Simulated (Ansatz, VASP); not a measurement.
## LiCl in VASP and in Ansatz

```
Li Cl
1.0
     3.89374    0.00000    0.00000
    -1.94687    3.37208    0.00000
     0.00000    0.00000    6.22588
Li Cl
2 2
Direct
  0.66667 0.33333 0.87808
  0.33333 0.66667 0.37808
  0.66667 0.33333 0.49692
  0.33333 0.66667 0.99692
```

Alike in both runs: task single point; functional r2SCAN; k mesh 12 × 12 × 4; no spin polarisation.

```csv
,VASP,Ansatz
version,VASP 6.6.1,Ansatz 0.2.0
potentials or method,"VASP PAW PBE potentials, release 64 (Li_sv, Cl)","plane waves, PAW"
plane-wave cutoff (eV),520,500
occupations,"gaussian, width 0.01 eV",fixed
valence electrons in the cell,20,20
```

```tsv
	VASP	Ansatz	Ansatz less VASP
gap on the k mesh at the Fermi level (eV)	6.74	6.69	-0.055
```

VASP's potentials were made for PBE, not for r2SCAN.

Noted on VASP's run: the cutoff is under 1.25 times that of the potentials, so the pressure is a little rough.
